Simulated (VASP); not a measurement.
# As (R-3m) in VASP: single point with LDA

Aim: the single point of As with LDA.

All numbers are computed with VASP 6.6.1; they aren't measurements. Logs are shortened: lines on timing, memory, paths and dates and some standing lists are left out, and cuts for length are marked.

## Step 1: The cell of the first run

Symmetry: R-3m, No. 166, trigonal system. The conventional cell has a = 3.760 Å, b = 3.760 Å, c = 9.989 Å, α = 90.00°, β = 90.00°, γ = 120.00°. As (site symmetry 3m) has 6 As at 2.52 to 2.99 Å within 3.3 Å.

## Step 2: Single point, LDA

File INCAR:

```
SYSTEM = As
PREC = Accurate
ENCUT = 500
EDIFF = 1E-6
ISMEAR = -1
SIGMA = 0.05
LREAL = .FALSE.
LASPH = .TRUE.
NELM = 120
ALGO = Normal
ISIF = 2
LWAVE = .FALSE.
LCHARG = .FALSE.
NBANDS = 12
GGA_COMPAT = .FALSE.
```

File KPOINTS:

```
regular mesh
0
G
  11 11 11
  0 0 0
```

File POSCAR:

```
As
1.0
    1.8798913382      1.0853557701      3.3295843998
   -1.8798913382      1.0853557701      3.3295843998
    0.0000000000     -2.1707115403      3.3295843998
As
2
Direct
    0.7695292492      0.7695292492      0.7695292492
    0.2304707508      0.2304707508      0.2304707508
```

Potentials or basis: VASP PAW LDA potentials, release 64 (As).

The run is started by

```
$ cat potpaw_LDA.64/As/POTCAR > POTCAR
$ mpirun -np 1 vasp_std > vasp.out
```

OUTCAR:

```text
SYSTEM = As
   PREC = Accurate
   ENCUT = 500
   EDIFF = 1E-6
   ISMEAR = -1
   LREAL = .FALSE.
   LASPH = .TRUE.
   NELM = 120
   ISIF = 2

 ion  position               nearest neighbor table
   1  0.770  0.770  0.770-   2 2.52   2 2.52   2 2.52
   2  0.230  0.230  0.230-   1 2.52   1 2.52   1 2.52

  LATTYP: Found a trigonal (rhomboedric) cell.
 ALAT       =     3.9746850022
 COS(alpha) =     0.5526061013

  Lattice vectors:

 A1 = (   1.8798913382,   1.0853557701,   3.3295843998)
 A2 = (  -1.8798913382,   1.0853557701,   3.3295843998)
 A3 = (   0.0000000000,  -2.1707115403,   3.3295843998)

Analysis of symmetry for initial positions (statically):
=====================================================================
 Subroutine PRICEL returns:
 Original cell was already a primitive cell.

 Routine SETGRP: Setting up the symmetry group for a
 trigonal (rhombohedral) supercell.

 Subroutine GETGRP returns: Found 12 space group operations
 (whereof 12 operations were pure point group operations)
 out of a pool of 12 trial point group operations.

The static configuration has the point symmetry D_3d.

Analysis of symmetry for dynamics (positions and initial velocities):
=====================================================================
 Subroutine PRICEL returns:
 Original cell was already a primitive cell.

 Routine SETGRP: Setting up the symmetry group for a
 trigonal (rhombohedral) supercell.

 Subroutine GETGRP returns: Found 12 space group operations
 (whereof 12 operations were pure point group operations)
 out of a pool of 12 trial point group operations.

The dynamic configuration has the point symmetry D_3d.

 Subroutine INISYM returns: Found 12 space group operations
 (whereof 12 operations are pure point group operations),
 and found     1 'primitive' translations

----------------------------------------------------------------------------------------

                                     Primitive cell

  volume of cell :      40.7611

  direct lattice vectors                    reciprocal lattice vectors
     1.879891338  1.085355770  3.329584400     0.265972820  0.153559479  0.100112595
    -1.879891338  1.085355770  3.329584400    -0.265972820  0.153559479  0.100112595
     0.000000000 -2.170711540  3.329584400     0.000000000 -0.307118958  0.100112595

  length of vectors
     3.974685002  3.974685002  3.974685002     0.323024126  0.323024126  0.323024126

  position of ions in fractional coordinates (direct lattice)
     0.769529249  0.769529249  0.769529249
     0.230470751  0.230470751  0.230470751

  ion indices of the primitive-cell ions
   primitive index   ion index
                 1           1
                 2           2

----------------------------------------------------------------------------------------

 KPOINTS: regular mesh

Automatic generation of k-mesh.
 Grid dimensions read from file:
 generate k-points for:   11   11   11

 Generating k-lattice:

  Cartesian coordinates                     Fractional coordinates (reciprocal lattice)
     0.024179347  0.013959953  0.009101145     0.090909091  0.000000000 -0.000000000
    -0.024179347  0.013959953  0.009101145     0.000000000  0.090909091 -0.000000000
     0.000000000 -0.027919905  0.009101145     0.000000000  0.000000000  0.090909091

  Length of vectors
     0.029365830  0.029365830  0.029365830

  Shift w.r.t. Gamma in fractional coordinates (k-lattice)
     0.000000000  0.000000000  0.000000000

 Subroutine IBZKPT returns following result:
 ===========================================

 Found    146 irreducible k-points:

 Following reciprocal coordinates:
            Coordinates               Weight
  0.000000  0.000000  0.000000      1.000000
  0.090909 -0.000000  0.000000      6.000000
  0.181818  0.000000  0.000000      6.000000
  0.272727  0.000000 -0.000000      6.000000
  0.363636 -0.000000  0.000000      6.000000
  0.454545  0.000000  0.000000      6.000000
[... 16 lines left out ...]
 -0.272727  0.181818  0.000000     12.000000
 -0.181818  0.181818  0.000000      6.000000
 [... further k-points ...]
   k-points           NKPTS =    146   k-points in BZ     NKDIM =    146   number of bands    NBANDS=     12
   number of dos      NEDOS =    301   number of ions     NIONS =      2
   total plane-waves  NPLWV =  27000
   dimension x,y,z NGX =    30 NGY =   30 NGZ =   30
   dimension x,y,z NGXF=    60 NGYF=   60 NGZF=   60
   ions per type =               2
   NGX,Y,Z   is equivalent  to a cutoff of  12.55, 12.55, 12.55 a.u.
   NGXF,Y,Z  is equivalent  to a cutoff of  25.10, 25.10, 25.10 a.u.
 SYSTEM =  As
   PREC   = accura    normal or accurate (medium, high low for compatibility)
   ISTART =      0    job   : 0-new  1-cont  2-samecut
   ICHARG =      2    charge: 1-file 2-atom 10-const
   ISPIN  =      1    spin polarized calculation?
   LNONCOLLINEAR =      F non collinear calculations
   LSORBIT =      F    spin-orbit coupling
   LASPH  =      T    aspherical Exc in radial PAW
   ENCUT  =  500.0 eV  36.75 Ry    6.06 a.u.   7.25  7.25  7.25*2*pi/ulx,y,z
   NELM   =    120;   NELMIN=  2; NELMDL= -5     # of ELM steps
   EDIFF  = 0.1E-05   stopping-criterion for ELM
   LREAL  =      F    real-space projection
[... 7 lines left out ...]
   TEBEG  =    0.0;   TEEND  =   0.0 temperature during run
   PSTRESS=    0.0 pullay stress
   NELECT =      10.0000    total number of electrons
   NUPDOWN=      -1.0000    fix difference up-down
   EMIN   =  10.00;   EMAX   =-10.00  energy-range for DOS
   EFERMI =   0.00;   METHOD = LEGACY
   ISMEAR =    -1;   SIGMA  =   0.05  broadening in eV -4-tet -1-fermi 0-gaus
   EFERMI_NEDOS =   21; number of points for ismear=-14 and -15
   IALGO  =     38    algorithm
   IMIX   =      4    mixing-type and parameters
     AMIX     =   0.40;   BMIX     =  1.00
     AMIX_MAG =   1.60;   BMIX_MAG =  1.00
  volume/ion in A,a.u.               =      20.38       137.53
  Fermi-wavevector in a.u.,A,eV,Ry     =   1.024848  1.936682 14.290381  1.050313
  Thomas-Fermi vector in A             =   2.158657
   LORBIT       =      0    0 simple, 1 ext, 2 COOP (PROOUT), +10 PAW based schemes
   GGA     = CA    functional components
   LHFCALC =     F    Hartree Fock is set to
   AEXX    =    0.0000 exact exchange contribution
   IVDW    =     0    specifies the selected vdW correction
   LEPSILON=     F    determine dielectric tensor
   LRPA    =     F    only Hartree local field effects (RPA)
 non-spin polarized calculation
  energy-cutoff  :      500.00
  volume of cell :       40.76
 maximum number of plane-waves:      1050
 NGX is ok and might be reduce to    30
   NGX = 15   NGY = 15   NGZ = 15

 number of electron      10.0000001 magnetization

 Free energy of the ion-electron system (eV)
  ---------------------------------------------------
  ext. energy  EPLUGINS =         0.00000000
  ---------------------------------------------------
  free energy    TOTEN  =       -10.78787569 eV

  energy without entropy =      -10.78722230  energy(sigma->0) =      -10.78754899

 E-fermi :   6.0699     XC(G=0): -10.4139

 val. band max:        5.9652945852   @ k =   0.4545   0.0000   0.0000
 cond. band min:       6.1860475981   @ k =   0.3636   0.1818   0.1818
 fundamental gap:      0.2207530129
 Fermi energy:         6.0699076220

 k-point     1 :       0.0000    0.0000    0.0000
  band No.  band energies     occupation
      1      -9.3327      2.00000
      2       0.5200      2.00000
      3       3.6078      2.00000
      4       3.8857      2.00000
      5       3.8857      2.00000
      6       8.1417      0.00000
      7       9.1752      0.00000
      8       9.1752      0.00000
      9      12.4796      0.00000
     10      12.4796      0.00000
     11      12.9113      0.00000
     12      14.6031      0.00000

 k-point     2 :       0.0909   -0.0000    0.0000
  band No.  band energies     occupation
      1      -9.2186      2.00000
      2       0.0180      2.00000
      3       3.6267      2.00000
      4       3.8316      2.00000
      5       4.0243      2.00000
      6       8.2153      0.00000
      7       8.9182      0.00000
      8       8.9813      0.00000
      9      11.9194      0.00000
     10      12.4161      0.00000
     11      12.5005      0.00000
     12      15.3777      0.00000

 k-point     3 :       0.1818    0.0000    0.0000
  band No.  band energies     occupation
      1      -8.8782      2.00000
      2      -1.1377      2.00000
      3       3.5487      2.00000
      4       3.7017      2.00000
      5       4.3930      2.00000
      6       7.9511      0.00000
      7       8.3619      0.00000
      8       8.4266      0.00000
      9      11.6611      0.00000
     10      12.4103      0.00000
     11      12.8253      0.00000
     12      17.0369      0.00000
[... 286 lines left out ...]
 k-point    23 :      -0.2727    0.1818    0.0000
  band No.  band energies     occupation
      1      -7.4077      2.00000
      2      -3.6803      2.00000
      3       1.3145      2.00000
      4       4.0224      2.00000
      5       4.3893      2.00000
      6       6.6111      0.00004
      7       7.1220      0.00000
      8      10.2146      0.00000
      9      12.1466      0.00000
     10      14.0402      0.00000
     11      16.8263      0.00000
     12      18.1125      0.00000

 k-point    24 :      -0.1818    0.1818    0.0000
  band No.  band energies     occupation
      1      -8.1054      2.00000
      2      -2.6214      2.00000
      3       1.8760      2.00000
      4       4.4956      2.00000
      5       4.5305      2.00000
      6       6.6259      0.00003
      7       7.0790      0.00000
      8       9.9141      0.00000
      9      11.3580      0.00000
     10      13.5319      0.00000
     11      16.0173      0.00000
     12      16.0510      0.00000

 [... further k-points ...]

------------------------ aborting loop because EDIFF is reached ----------------------------------------

  FORCE on cell =-STRESS in cart. coord.  units (eV):
  Direction    XX          YY          ZZ          XY          YZ          ZX
  --------------------------------------------------------------------------------------
  -------------------------------------------------------------------------------------
  Total        0.1310756      0.1310756      0.0859950     -0.0000000     -0.0000000      0.0000000
  in kB        5.1521245      5.1521245      3.3801627     -0.0000000     -0.0000000      0.0000000
  external PRESSURE =       4.5614706 kB  Pullay stress =       0.0000000 kB

 VOLUME and BASIS-vectors are now :
 -----------------------------------------------------------------------------
  energy-cutoff  :      500.00
  volume of cell :       40.76
      direct lattice vectors                 reciprocal lattice vectors
     1.879891338  1.085355770  3.329584400     0.265972820  0.153559479  0.100112595
    -1.879891338  1.085355770  3.329584400    -0.265972820  0.153559479  0.100112595
     0.000000000 -2.170711540  3.329584400     0.000000000 -0.307118958  0.100112595

 POSITION                                       TOTAL-FORCE (eV/Angst)
 -----------------------------------------------------------------------------------
      0.00000     -0.00000      7.68664         0.000000      0.000000     -0.067340
      0.00000     -0.00000      2.30212         0.000000     -0.000000      0.067340
 -----------------------------------------------------------------------------------
    total drift:                               -0.000000     -0.000000      0.000000

  FREE ENERGIE OF THE ION-ELECTRON SYSTEM (eV)
  ---------------------------------------------------
  free  energy   TOTEN  =       -10.7878756911 eV

  energy  without entropy=      -10.7872222969  energy(sigma->0) =      -10.78754899
```

It took 50 s on 1 thread of Intel Xeon 8259CL, shared host; peak memory 0.15 GiB.

Results:

```
Free energy            : -10.7879 eV
Pressure               : 0.5 GPa
Largest force          : 0.067 eV/Å
Band gap on the k mesh : zero (bands 5 and 6 overlap by 0.22 eV)
```

Forces on the atoms (eV/Å):
```
As   0.000  0.000 -0.067
As   0.000  0.000  0.067
```

The gap in the log of VASP goes by the Fermi energy; the results here count the filled bands.